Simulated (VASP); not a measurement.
The system is FeO.

```
Fe O
1.0
     1.51768    0.87623    2.51579
    -1.51768    0.87623    2.51579
     0.00000   -1.75247    2.51579
Fe O
1 1
Direct
  0.00000 0.00000 0.00000
  0.50000 0.50000 0.50000
```

Base run:

```yaml
Program: VASP 6.6.1
Functional: PBE
Potentials_or_basis: VASP PAW PBE potentials, release 64 (Fe_sv, O)
Cutoff: 700 eV
k_mesh: 9 × 9 × 9
Occupations: fermi-dirac, width 0.05 eV
Spin: collinear spin, ferromagnetic start
Starting_moments: "[3.0, 0.0] μB"
Fixed_moment: 3 μB
```

Its results: pressure -12.4 GPa; site moments Fe +2.75; O +0.08 μB.

Q: The run is repeated on the same cell with these changes: fixed moment from 3 μB to 0.8 μB; moments at the start from [3.0, 0.0] to [0.8, 0.0]. What comes out?

A: Pressure -23.9 GPa; site moments Fe +0.75; O +0.02 μB.

Caveats: the cell stands under tension; the total moment is fixed, so each spin has its own Fermi level and the state may be an excited one; a cell with one magnetic atom can't hold antiferromagnetic order, which such compounds often take.
